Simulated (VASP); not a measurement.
Set up this calculation in VASP 6.6.1, as the native input.

```yaml
Task: single point
Functional: r2SCAN
Potentials_or_basis: VASP PAW PBE potentials, release 64 (La, Zr_sv)
Cutoff: 520 eV
k_mesh: 5 × 5 × 5
Occupations: fermi-dirac, width 0.1 eV
Spin: no spin polarisation
Dipole_correction: no
Further_INCAR_settings: ALGO = Normal; EDIFF = 1e-07; NBANDS = 30
```

Crystal: La3Zr.

```
La Zr
1.0
     5.07267    0.00000    0.00000
     0.00000    5.07267    0.00000
     0.00000    0.00000    5.07267
La Zr
3 1
Direct
  0.00000 0.50000 0.50000
  0.50000 0.00000 0.50000
  0.50000 0.50000 0.00000
  0.00000 0.00000 0.00000
```

These files were run (other wordings do the same):

POSCAR

```
La3Zr
1.0
    5.0726737400      0.0000000000      0.0000000000
    0.0000000000      5.0726737400      0.0000000000
    0.0000000000      0.0000000000      5.0726737400
La Zr
3 1
Direct
    0.0000000000      0.5000000000      0.5000000000
    0.5000000000      0.0000000000      0.5000000000
    0.5000000000      0.5000000000      0.0000000000
    0.0000000000      0.0000000000      0.0000000000
```

INCAR.step1

```
SYSTEM = La3Zr
PREC = Accurate
ENCUT = 520
ISMEAR = -1
SIGMA = 0.1
LREAL = .False.
LASPH = .True.
NELM = 60
NBANDS = 30
GGA = PE
ALGO = Normal
EDIFF = 1E-4
LWAVE = .True.
LCHARG = .False.
```

INCAR.step2

```
SYSTEM = La3Zr
PREC = Accurate
ENCUT = 520
EDIFF = 1E-7
ISMEAR = -1
SIGMA = 0.1
LREAL = .False.
LASPH = .True.
NELM = 60
ALGO = Normal
ISIF = 2
LWAVE = .False.
LCHARG = .True.
METAGGA = R2SCAN
LMIXTAU = .True.
LELF = .True.
LVHAR = .True.
NBANDS = 30
ISTART = 1
```

KPOINTS

```
regular mesh
0
Gamma
  5 5 5
  0 0 0
```

Potentials or basis: VASP PAW PBE potentials, release 64 (La, Zr_sv).

Run with:

```console
$ cat potpaw_PBE.64/La/POTCAR potpaw_PBE.64/Zr_sv/POTCAR > POTCAR
$ cp INCAR.step1 INCAR
$ mpirun -np 1 vasp_std > vasp.out
$ cp INCAR.step2 INCAR
$ mpirun -np 1 vasp_std > vasp.out
```

It gave:

```
Pressure : -0.1 GPa
```

Caveat: the PAW data sets were made with another functional, which shifts forces and pressure a little.

It took 110 s on 1 thread of Intel(R) Xeon(R) 6975P-C (Granite Rapids), on a shared host, peak memory 0.28 GiB.
